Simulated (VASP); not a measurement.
## Cu: single point with revPBE

System: Cu, a slab with vacuum.

```
Cu
1.0
     5.13324    0.00000    0.00000
    -2.56662    4.44552    0.00000
     0.00000    0.00000   23.28691
Cu
16
Direct
  0.33333 0.16667 0.36501
  0.33333 0.66667 0.36501
  0.83333 0.16667 0.36501
  0.83333 0.66667 0.36501
  0.66667 0.33333 0.45500
  0.66667 0.83333 0.45500
  0.16667 0.33333 0.45500
  0.16667 0.83333 0.45500
  0.00000 0.50000 0.54500
  0.00000 0.00000 0.54500
  0.50000 0.50000 0.54500
  0.50000 0.00000 0.54500
  0.33333 0.66667 0.63499
  0.33333 0.16667 0.63499
  0.83333 0.66667 0.63499
  0.83333 0.16667 0.63499
```

| Item | Value |
| --- | --- |
| Program | VASP 6.6.1 |
| Task | single point |
| Functional | revPBE |
| Potentials or basis | VASP PAW PBE potentials, release 64 (Cu) |
| Cutoff | 520 eV |
| k mesh | 6 × 6 × 1 |
| Occupations | gaussian, width 0.1 eV |
| Spin | no spin polarisation |
| Dipole correction | yes |
| Further INCAR settings | LREAL = Auto; ALGO = Normal; EDIFF = 1e-06; NBANDS = 102 |

The largest force is 0.035 eV/Å and the band gap on the k mesh is zero (bands 88 and 89 overlap by 0.54 eV).

Forces in eV/Å, atoms in the order of the input:
```
Cu   0.000  0.000 -0.035
Cu   0.000  0.000 -0.035
Cu   0.000  0.000 -0.035
Cu   0.000  0.000 -0.035
Cu   0.000  0.000  0.013
Cu   0.000  0.000  0.013
Cu   0.000  0.000  0.013
Cu   0.000  0.000  0.013
Cu   0.000  0.000 -0.013
Cu   0.000  0.000 -0.013
Cu   0.000  0.000 -0.013
Cu   0.000  0.000 -0.013
Cu   0.000  0.000  0.035
Cu   0.000  0.000  0.035
Cu   0.000  0.000  0.035
Cu   0.000  0.000  0.035
```

Levels at points of the mesh, in eV from the Fermi level:
```
           k point  band 86  band 87  band 88  band 89  band 90  band 91
(0.00, 0.00, 0.00)    -0.12    -0.12    -0.12     0.84     0.84     0.84
(0.50, 0.00, 0.00)    -1.01    -0.06    -0.06     0.55     0.55     0.90
```

It took 15 min on 1 thread of AMD EPYC 7R43 64-Core Processor (Zen 3), on a shared host, peak memory 0.65 GiB.

Caveat: the PAW data sets were made with another functional, which shifts forces and pressure a little.
